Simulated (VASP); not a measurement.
# Sn (I4_1/amd) in VASP: notebook, part 2 of 2

VASP 6.6.1. Earlier steps stand in the parts before.

## Step 3: Relaxation of shape and atoms at fixed volume, PBEsol (29.56 Å³/atom)

This run uses another cell than the first one, of 29.56 Å³/atom.

File INCAR:

```
ALGO     = Fast           # electronic algorithm
EDIFF    = 1E-6           # SCF threshold, eV
EDIFFG   = -0.01          # ionic threshold
ENCUT    = 600            # plane-wave cutoff, eV
GGA      = PS             # functional
IBRION   = 2              # ionic algorithm
ISIF     = 4              # what is computed and relaxed
ISMEAR   = 0              # smearing method
LASPH    = True           # aspherical terms in the spheres
LCHARG   = False          # write CHGCAR
LREAL    = False          # projectors in reciprocal space
LWAVE    = False          # write WAVECAR
NELM     = 80             # most SCF steps
NSW      = 50             # ionic steps
PREC     = Accurate       # precision mode
SIGMA    = 0.1            # smearing width, eV
```

File KPOINTS:

```
k-points
0
Gamma
  14 14 14
```

File POSCAR:

```
Sn
1.0
   -3.0038319365      3.0038319365      1.6382137306
    3.0038319365     -3.0038319365      1.6382137306
    3.0038319365      3.0038319365     -1.6382137306
Sn
2
Direct
    0.7500000000      0.2500000000      0.5000000000
    0.0000000000      0.0000000000      0.0000000000
```

Potentials or basis: VASP PAW PBE potentials, release 64 (Sn_d).

The run is started by

```sh
$ cat potpaw_PBE.64/Sn_d/POTCAR > POTCAR
$ mpirun -np 1 vasp_std > vasp.out
```

OUTCAR:

```text
EDIFF = 1E-6
   EDIFFG = -0.01
   ENCUT = 600
   GGA = PS
   IBRION = 2
   ISIF = 4
   ISMEAR = 0
   LASPH = True
   LREAL = False
   NELM = 80
   NSW = 50
   PREC = Accurate

 ion  position               nearest neighbor table
   1  0.750  0.250  0.500-   2 3.11   2 3.11   2 3.11   2 3.11
   2  0.000  0.000  0.000-   1 3.11   1 3.11   1 3.11   1 3.11

  LATTYP: Found a body centered tetragonal cell.
 ALAT       =     6.0076638730
 C/A-ratio  =     0.5453746299

  Lattice vectors:

 A1 = (  -3.0038319365,   3.0038319365,   1.6382137306)
 A2 = (   3.0038319365,  -3.0038319365,   1.6382137306)
 A3 = (   3.0038319365,   3.0038319365,  -1.6382137306)

Analysis of symmetry for initial positions (statically):
=====================================================================
 Subroutine PRICEL returns:
 Original cell was already a primitive cell.

 Routine SETGRP: Setting up the symmetry group for a
 body centered tetragonal supercell.

 Subroutine GETGRP returns: Found 16 space group operations
 (whereof  8 operations were pure point group operations)
 out of a pool of 16 trial point group operations.

The static configuration has the point symmetry D_2d.
 The point group associated with its full space group is D_4h.

Analysis of symmetry for dynamics (positions and initial velocities):
=====================================================================
 Subroutine PRICEL returns:
 Original cell was already a primitive cell.

 Routine SETGRP: Setting up the symmetry group for a
 body centered tetragonal supercell.

 Subroutine GETGRP returns: Found 16 space group operations
 (whereof  8 operations were pure point group operations)
 out of a pool of 16 trial point group operations.

The dynamic configuration has the point symmetry D_2d.
 The point group associated with its full space group is D_4h.

 Subroutine INISYM returns: Found 16 space group operations
 (whereof  8 operations are pure point group operations),
 and found     1 'primitive' translations
[... 119 lines left out ...]
   LORBIT       =      0    0 simple, 1 ext, 2 COOP (PROOUT), +10 PAW based schemes
   GGA     = PS    functional components
   LHFCALC =     F    Hartree Fock is set to
   AEXX    =    0.0000 exact exchange contribution
   IVDW    =     0    specifies the selected vdW correction
   LEPSILON=     F    determine dielectric tensor
   LRPA    =     F    only Hartree local field effects (RPA)
 conjugate gradient relaxation of ions
 non-spin polarized calculation
 RMM-DIIS sequential band-by-band and
 Gauss-broadening in eV      SIGMA  =   0.10
  energy-cutoff  :      600.00
  volume of cell :       59.13
 maximum number of plane-waves:      1997
   NGX = 19   NGY = 19   NGZ = 19

--------------------------------------- Ionic step        1  -------------------------------------------

 number of electron      28.0000006 magnetization

 Free energy of the ion-electron system (eV)
  ---------------------------------------------------
  ext. energy  EPLUGINS =         0.00000000
  ---------------------------------------------------
  free energy    TOTEN  =        -8.44136351 eV

  energy without entropy =       -8.43409791  energy(sigma->0) =       -8.43773071

------------------------ aborting loop because EDIFF is reached ----------------------------------------

  FORCE on cell =-STRESS in cart. coord.  units (eV):
  Direction    XX          YY          ZZ          XY          YZ          ZX
  --------------------------------------------------------------------------------------
  -------------------------------------------------------------------------------------
  Total       -1.5516874     -1.5516874     -1.5209815      0.0000000      0.0000000      0.0000000
  in kB      -42.0468050    -42.0468050    -41.2147522      0.0000000      0.0000000      0.0000000
  external PRESSURE =     -41.7694541 kB  Pullay stress =       0.0000000 kB
[... 59 lines left out ...]
--------------------------------------- Ionic step        3  -------------------------------------------

 number of electron      28.0000005 magnetization

 Free energy of the ion-electron system (eV)
  ---------------------------------------------------
  ext. energy  EPLUGINS =         0.00000000
  ---------------------------------------------------
  free energy    TOTEN  =        -8.44141560 eV

  energy without entropy =       -8.43431135  energy(sigma->0) =       -8.43786347

 E-fermi :   6.7866     XC(G=0): -10.0551

 val. band max:        6.7843773647   @ k =   0.4286   0.3571   0.0000
 cond. band min:       6.7883699222   @ k =  -0.2857  -0.4286   0.0714
 fundamental gap:      0.0039925575
 Fermi energy:         6.7866382910

 k-point     1 :       0.0000    0.0000    0.0000
  band No.  band energies     occupation
      1     -14.6430      2.00000
      2     -14.5748      2.00000
      3     -14.5396      2.00000
      4     -14.5289      2.00000
      5     -14.4193      2.00000
      6     -14.4193      2.00000
[... 481 lines left out ...]
      5     -14.4619      2.00000
      6     -14.4557      2.00000
[... 10 lines left out ...]
     17       9.7229      0.00000
     18      10.7561      0.00000

 [... further k-points ...]
[... 5 lines left out ...]
  --------------------------------------------------------------------------------------
  -------------------------------------------------------------------------------------
  Total       -1.5614800     -1.5614800     -1.5415296      0.0000000      0.0000000      0.0000000
  in kB      -42.3121611    -42.3121611    -41.7715543      0.0000000      0.0000000      0.0000000
  external PRESSURE =     -42.1319588 kB  Pullay stress =       0.0000000 kB
[... 17 lines left out ...]
  FREE ENERGIE OF THE ION-ELECTRON SYSTEM (eV)
  ---------------------------------------------------
  free  energy   TOTEN  =        -8.4414156008 eV

  energy  without entropy=       -8.4343113483  energy(sigma->0) =       -8.43786347

 reached required accuracy - stopping structural energy minimisation
```

OSZICAR:

```text
N       E                     dE             d eps       ncg     rms          rms(c)
DAV:   1     0.208697675275E+03    0.20870E+03   -0.16194E+04  8796   0.255E+03
DAV:   2     0.103986148959E+02   -0.19830E+03   -0.19616E+03  8788   0.469E+02
[... 19 lines left out ...]
DAV:   1    -0.844221896245E+01   -0.83952E-03   -0.21795E-02  9698   0.131E+00    0.138E-01
RMM:   2    -0.844168457064E+01    0.53439E-03   -0.94905E-04  9475   0.387E-01    0.832E-02
RMM:   3    -0.844141152010E+01    0.27305E-03   -0.43663E-04  9373   0.174E-01    0.123E-02
RMM:   4    -0.844141389223E+01   -0.23721E-05   -0.58034E-05  9958   0.922E-02    0.571E-03
RMM:   5    -0.844141529030E+01   -0.13981E-05   -0.18218E-05  9605   0.428E-02    0.122E-03
RMM:   6    -0.844141560085E+01   -0.31055E-06   -0.32936E-06  7178   0.213E-02
   3 F= -.84414156E+01 E0= -.84378635E+01  d E =-.520894E-04
```

It took 8.3 min on 1 thread of Intel Xeon Platinum 8259CL at 2.50GHz (Skylake/Cascade Lake), shared host; peak memory 0.41 GiB.

Results:

- Free energy: -8.4414 eV
- Energy gained by relaxing: 0.0 meV/atom
- Ionic steps: 3
- Pressure after relaxing: -4.2 GPa
- Band gap on the k mesh: zero (bands 14 and 15 overlap by 3.57 eV)

Final structure:
```
CELL_PARAMETERS angstrom
-3.00087 3.00087 1.64145
3.00087 -3.00087 1.64145
3.00087 3.00087 -1.64145
ATOMIC_POSITIONS crystal
Sn 0.75000 0.25000 0.50000
Sn 0.00000 0.00000 0.00000
```

Levels at points of the mesh, in eV from the Fermi level:
| k point | band 10 | band 11 | band 12 | band 13 | band 14 | band 15 | band 16 | band 17 | band 18 |
| --- | --- | --- | --- | --- | --- | --- | --- | --- | --- |
| (0.00, 0.00, 0.00) | -21.04 | -10.52 | -3.85 | -1.73 | -1.73 | 3.10 | 5.83 | 5.83 | 6.23 |
| (0.50, 0.00, 0.00) | -21.09 | -6.78 | -5.18 | -2.33 | -1.48 | -1.00 | 2.31 | 2.66 | 4.30 |
| (0.50, 0.50, 0.00) | -21.14 | -8.45 | -8.45 | 0.64 | 0.64 | 1.44 | 1.44 | 5.59 | 5.59 |
| (0.50, 0.50, 0.50) | -21.19 | -7.32 | -7.32 | -4.33 | -4.33 | 4.69 | 4.69 | 8.61 | 8.61 |

Caveat: the PAW data sets were made with another functional, which shifts forces and pressure a little; spin-orbit coupling is left out, which moves the levels of the heavy elements.
